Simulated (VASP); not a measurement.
## SnO2: relaxation of cell and atoms with PBE

Crystal: SnO2.

```
Sn O
1.0
     4.73800    0.00000    0.00000
     0.00000    4.73800    0.00000
     0.00000    0.00000    3.18650
Sn O
2 4
Direct
  0.00000 0.00000 0.00000
  0.50000 0.50000 0.50000
  0.30710 0.30710 0.00000
  0.19290 0.80710 0.50000
  0.69290 0.69290 0.00000
  0.80710 0.19290 0.50000
```

| Property | Result |
| --- | --- |
| Program | VASP 6.6.1 |
| Task | relaxation of cell and atoms |
| Functional | PBE |
| Potentials or basis | VASP PAW PBE potentials, release 64 (Sn_d, O) |
| Cutoff | 600 eV |
| k mesh | 8 × 8 × 12 |
| Occupations | gaussian, width 0.01 eV |
| Spin | no spin polarisation |
| Dipole correction | no |
| Further INCAR settings | ALGO = Normal; EDIFF = 1e-07; IBRION = 2; EDIFFG = -0.001; NSW = 80; ISIF = 3 |

```json
{"Relaxed volume": "12.61 Å³/atom", "Relaxed cell": "a = 4.830 Å, b = 4.830 Å, c = 3.242 Å, α = 90.00°, β = 90.00°, γ = 90.00°", "Space group after relaxing (to 0.1 Å)": "P4_2/mnm (No. 136)", "Energy gained by relaxing": "23.7 meV/atom", "Ionic steps": "10", "Pressure after relaxing": "0.0 GPa", "Band gap on the k mesh": "0.64 eV"}
```

The path:
| step | energy change (eV) | largest force (eV/Å) | pressure (GPa) | volume (Å³) |
| --- | --- | --- | --- | --- |
| 1 | 0.0000 | 0.2935 | 11.60 | 71.53 |
| 2 | 0.0637 | 0.3634 | -10.61 | 80.85 |
| 3 | -0.1404 | 0.0643 | -0.01 | 75.52 |
| 4 | -0.1404 | 0.0585 | 0.19 | 75.44 |
| 5 | -0.1420 | 0.0043 | 0.07 | 75.58 |
| 6 | -0.1422 | 0.0181 | 0.03 | 75.64 |
| 7 | -0.1422 | 0.0025 | -0.04 | 75.67 |
| 8 | -0.1422 | 0.0005 | -0.05 | 75.67 |
| 9 | -0.1422 | 0.0005 | 0.04 | 75.64 |
| 10 | -0.1422 | 0.0001 | 0.01 | 75.65 |

Final structure:
```
Sn O
1.0
     4.83041    0.00000    0.00000
     0.00000    4.83041    0.00000
     0.00000    0.00000    3.24218
Sn O
2 4
Direct
  0.00000 0.00000 0.00000
  0.50000 0.50000 0.50000
  0.30653 0.30653 0.00000
  0.19347 0.80653 0.50000
  0.69347 0.69347 0.00000
  0.80653 0.19347 0.50000
```

Levels at points of the mesh, in eV from the valence-band top:
```tsv
k point	band 23	band 24	band 25	band 26	band 27	band 28	band 29	band 30
(0.00, 0.00, 0.00)	-1.26	-0.74	-0.74	0.00	0.64	5.66	6.04	6.04
(0.50, 0.00, 0.00)	-1.21	-1.21	-0.60	-0.60	3.85	3.85	6.79	6.79
(0.50, 0.50, 0.00)	-1.33	-1.33	-0.85	-0.85	4.24	4.24	7.13	7.13
(0.00, 0.00, 0.50)	-1.52	-1.52	-1.18	-1.18	5.56	5.56	9.34	9.34
(0.50, 0.00, 0.50)	-1.01	-1.01	-0.75	-0.75	5.82	5.82	7.59	7.59
(0.50, 0.50, 0.50)	-0.91	-0.91	-0.78	-0.78	4.32	4.32	8.60	8.60
```

Wall time 24 min on 1 thread of Intel(R) Xeon(R) 6975P-C (Granite Rapids) (shared host), peak memory 0.37 GiB.

Caveat: semilocal functionals underestimate gaps, and a narrow one can read as zero; spin-orbit coupling is left out, which moves the levels of the heavy elements. Zero-point motion and thermal expansion aren't in these numbers.
